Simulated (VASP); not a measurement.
# Zn (P6_3/mmc) in VASP: single point with PBEsol

Aim: the single point of Zn with PBEsol.

Everything below comes from runs of VASP 6.6.1. Logs are shortened: lines on timing, memory, paths and dates and some standing lists are left out, and cuts for length are marked.

**1. The cell of the first run**

It takes space group P6_3/mmc (No. 194, hexagonal). The conventional cell has a = 2.589 Å, b = 2.589 Å, c = 4.914 Å, α = 90.00°, β = 90.00°, γ = 120.00°. Within 3.4 Å of Zn (site symmetry -6m2) lie 12 Zn at 2.59 to 2.88 Å.

**2. Single point, PBEsol**

File INCAR:

```
ALGO     = Fast           # electronic algorithm
EDIFF    = 1E-6           # SCF threshold, eV
ENCUT    = 520            # plane-wave cutoff, eV
GGA      = PS             # functional
ISIF     = 2              # what is computed and relaxed
ISMEAR   = 0              # smearing method
LASPH    = True           # aspherical terms in the spheres
LCHARG   = True           # write CHGCAR
LELF     = True           # ELF
LREAL    = False          # projectors in reciprocal space
LVHAR    = True         
LWAVE    = False          # write WAVECAR
NBANDS   = 19             # bands
NELM     = 80             # most SCF steps
PREC     = Accurate       # precision mode
SIGMA    = 0.1            # smearing width, eV
```

File KPOINTS:

```
k-points
0
Gamma
  27 27 14
```

File POSCAR:

```
Zn
1.0
    2.5894641455      0.0000000000      0.0000000000
   -1.2947320727      2.2425417322      0.0000000000
    0.0000000000      0.0000000000      4.9140459337
Zn
2
Direct
    0.3333333333      0.6666666667      0.2500000000
    0.6666666667      0.3333333333      0.7500000000
```

Potentials or basis: VASP PAW PBE potentials, release 64 (Zn).

The run is started by

```console
$ cat potpaw_PBE.64/Zn/POTCAR > POTCAR
$ mpirun -np 1 vasp_std > vasp.out
```

OUTCAR:

```text
EDIFF = 1E-6
   ENCUT = 520
   GGA = PS
   ISIF = 2
   ISMEAR = 0
   LASPH = True
   LREAL = False
   NELM = 80
   PREC = Accurate

 ion  position               nearest neighbor table
   1  0.333  0.667  0.250-   2 2.88   2 2.88   2 2.88   2 2.88   2 2.88   2 2.88
   2  0.667  0.333  0.750-   1 2.88   1 2.88   1 2.88   1 2.88   1 2.88   1 2.88

  LATTYP: Found a hexagonal cell.
 ALAT       =     2.5894641455
 C/A-ratio  =     1.8977076559

  Lattice vectors:

 A1 = (   2.5894641455,   0.0000000000,   0.0000000000)
 A2 = (  -1.2947320727,   2.2425417322,   0.0000000000)
 A3 = (   0.0000000000,   0.0000000000,   4.9140459337)

Analysis of symmetry for initial positions (statically):
=====================================================================
 Subroutine PRICEL returns:
 Original cell was already a primitive cell.

 Routine SETGRP: Setting up the symmetry group for a
 hexagonal supercell.

 Subroutine GETGRP returns: Found 24 space group operations
 (whereof 12 operations were pure point group operations)
 out of a pool of 24 trial point group operations.

The static configuration has the point symmetry D_3d.
 The point group associated with its full space group is D_6h.

Analysis of symmetry for dynamics (positions and initial velocities):
=====================================================================
 Subroutine PRICEL returns:
 Original cell was already a primitive cell.

 Routine SETGRP: Setting up the symmetry group for a
 hexagonal supercell.

 Subroutine GETGRP returns: Found 24 space group operations
 (whereof 12 operations were pure point group operations)
 out of a pool of 24 trial point group operations.

The dynamic configuration has the point symmetry D_3d.
 The point group associated with its full space group is D_6h.

 Subroutine INISYM returns: Found 24 space group operations
 (whereof 12 operations are pure point group operations),
 and found     1 'primitive' translations

----------------------------------------------------------------------------------------

                                     Primitive cell

  volume of cell :      28.5358

  direct lattice vectors                    reciprocal lattice vectors
     2.589464146  0.000000000  0.000000000     0.386180284  0.222961291  0.000000000
    -1.294732073  2.242541732  0.000000000     0.000000000  0.445922582  0.000000000
     0.000000000  0.000000000  4.914045934     0.000000000  0.000000000  0.203498301

  length of vectors
     2.589464146  2.589464145  4.914045934     0.445922582  0.445922582  0.203498301

[... 75 lines left out ...]
   LNONCOLLINEAR =      F non collinear calculations
   LSORBIT =      F    spin-orbit coupling
   LASPH  =      T    aspherical Exc in radial PAW
   ENCUT  =  520.0 eV  38.22 Ry    6.18 a.u.   4.81  4.81  9.14*2*pi/ulx,y,z
   NELM   =     80;   NELMIN=  2; NELMDL= -5     # of ELM steps
   EDIFF  = 0.1E-05   stopping-criterion for ELM
   LREAL  =      F    real-space projection
   EDIFFG = 0.1E-04   stopping-criterion for IOM
   NSW    =      0    number of steps for IOM
   IBRION =     -1    ionic relax: 0-MD 1-quasi-New 2-CG
   NFREE  =      0    steps in history (QN), initial steepest desc. (CG)
   ISIF   =      2    stress and relaxation
   ISYM   =      2    0-nonsym 1-usesym 2-fastsym
   POTIM  = 0.5000    time-step for ionic-motion
   TEBEG  =    0.0;   TEEND  =   0.0 temperature during run
   PSTRESS=    0.0 pullay stress
   NELECT =      24.0000    total number of electrons
   NUPDOWN=      -1.0000    fix difference up-down
   EMIN   =  10.00;   EMAX   =-10.00  energy-range for DOS
   EFERMI =   0.00;   METHOD = LEGACY
   ISMEAR =     0;   SIGMA  =   0.10  broadening in eV -4-tet -1-fermi 0-gaus
   EFERMI_NEDOS =   21; number of points for ismear=-14 and -15
   IALGO  =     68    algorithm
   IMIX   =      4    mixing-type and parameters
     AMIX     =   0.40;   BMIX     =  1.00
     AMIX_MAG =   1.60;   BMIX_MAG =  1.00
  volume/ion in A,a.u.               =      14.27        96.28
  Fermi-wavevector in a.u.,A,eV,Ry     =   1.545309  2.920211 32.490443  2.387980
  Thomas-Fermi vector in A             =   2.650706
   LORBIT       =      0    0 simple, 1 ext, 2 COOP (PROOUT), +10 PAW based schemes
   GGA     = PS    functional components
   LHFCALC =     F    Hartree Fock is set to
   AEXX    =    0.0000 exact exchange contribution
   IVDW    =     0    specifies the selected vdW correction
   LEPSILON=     F    determine dielectric tensor
   LRPA    =     F    only Hartree local field effects (RPA)
 non-spin polarized calculation
 RMM-DIIS sequential band-by-band and
 Gauss-broadening in eV      SIGMA  =   0.10
  energy-cutoff  :      520.00
  volume of cell :       28.54
 maximum number of plane-waves:       787
 NGX is ok and might be reduce to    20
   NGX =  9   NGY =  9   NGZ = 19

 number of electron      24.0000004 magnetization

 Free energy of the ion-electron system (eV)
  ---------------------------------------------------
  ext. energy  EPLUGINS =         0.00000000
  ---------------------------------------------------
  free energy    TOTEN  =        -3.16980067 eV

  energy without entropy =       -3.16799458  energy(sigma->0) =       -3.16889762

 E-fermi :   3.3313     XC(G=0): -12.0351

 val. band max:        3.3160217406   @ k =   0.3704   0.1111   0.0714
 cond. band min:       3.3340645689   @ k =   0.0741   0.0741   0.2143
 fundamental gap:      0.0180428283
 Fermi energy:         3.3312616757

 k-point     1 :       0.0000    0.0000    0.0000
  band No.  band energies     occupation
      1      -7.5402      2.00000
      2      -5.5492      2.00000
      3      -4.7260      2.00000
      4      -4.4358      2.00000
      5      -4.4358      2.00000
      6      -4.3843      2.00000
[... 505 lines left out ...]
      6      -4.2125      2.00000
[... 11 lines left out ...]
     18      19.4490      0.00000
     19      19.7326      0.00000

 [... further k-points ...]
[... 5 lines left out ...]
  --------------------------------------------------------------------------------------
  -------------------------------------------------------------------------------------
  Total        0.2736231      0.2736231      0.0031035      0.0000000     -0.0000000      0.0000000
  in kB       15.3629174     15.3629174      0.1742478      0.0000000     -0.0000000      0.0000000
  external PRESSURE =      10.3000275 kB  Pullay stress =       0.0000000 kB

 VOLUME and BASIS-vectors are now :
 -----------------------------------------------------------------------------
  energy-cutoff  :      520.00
  volume of cell :       28.54
      direct lattice vectors                 reciprocal lattice vectors
     2.589464146  0.000000000  0.000000000     0.386180284  0.222961291  0.000000000
    -1.294732073  2.242541732  0.000000000     0.000000000  0.445922582  0.000000000
     0.000000000  0.000000000  4.914045934     0.000000000  0.000000000  0.203498301

 POSITION                                       TOTAL-FORCE (eV/Angst)
 -----------------------------------------------------------------------------------
     -0.00000      1.49503      1.22851        -0.000000      0.000000      0.000000
      1.29473      0.74751      3.68553         0.000000     -0.000000      0.000000
 -----------------------------------------------------------------------------------
    total drift:                               -0.000000      0.000000     -0.000000

  FREE ENERGIE OF THE ION-ELECTRON SYSTEM (eV)
  ---------------------------------------------------
  free  energy   TOTEN  =        -3.1698006721 eV

  energy  without entropy=       -3.1679945763  energy(sigma->0) =       -3.16889762
```

stdout:

```text
POSCAR found type information on POSCAR Zn
 POSCAR found :  1 types and       2 ions
 scaLAPACK will be used
 -----------------------------------------------------------------------------
|                                                                             |
|                                                                             |
|     You enforced a specific xc type in the INCAR file but a different       |
|     I HOPE YOU KNOW WHAT YOU ARE DOING!                                     |
|                                                                             |
 -----------------------------------------------------------------------------

 LDA part: xc-table for (Slater+PW92), standard interpolation
 POSCAR, INCAR and KPOINTS ok, starting setup
 FFT: planning ... GRIDC
 FFT: planning ... GRID_SOFT
 FFT: planning ... GRID
 WAVECAR not read
 entering main loop
WARNING in EDDRMM: call to ZHEGV failed, returncode =   8  4     18
WARNING in EDDRMM: call to ZHEGV failed, returncode =   8  4     17
```

Wall time 7.1 min (1 thread of Intel Xeon 8259CL, shared host); peak memory 0.36 GiB.

What came out:

```yaml
Free_energy: -3.1698 eV
Pressure: 1.0 GPa
Band_gap_on_the_k_mesh: zero (bands 12 and 13 overlap by 4.75 eV)
```

Stress tensor (GPa, compression positive):
```
1.54 0.00 0.00
0.00 1.54 0.00
0.00 0.00 0.02
```

Caveat: the PAW data sets were made with another functional, which shifts forces and pressure a little.
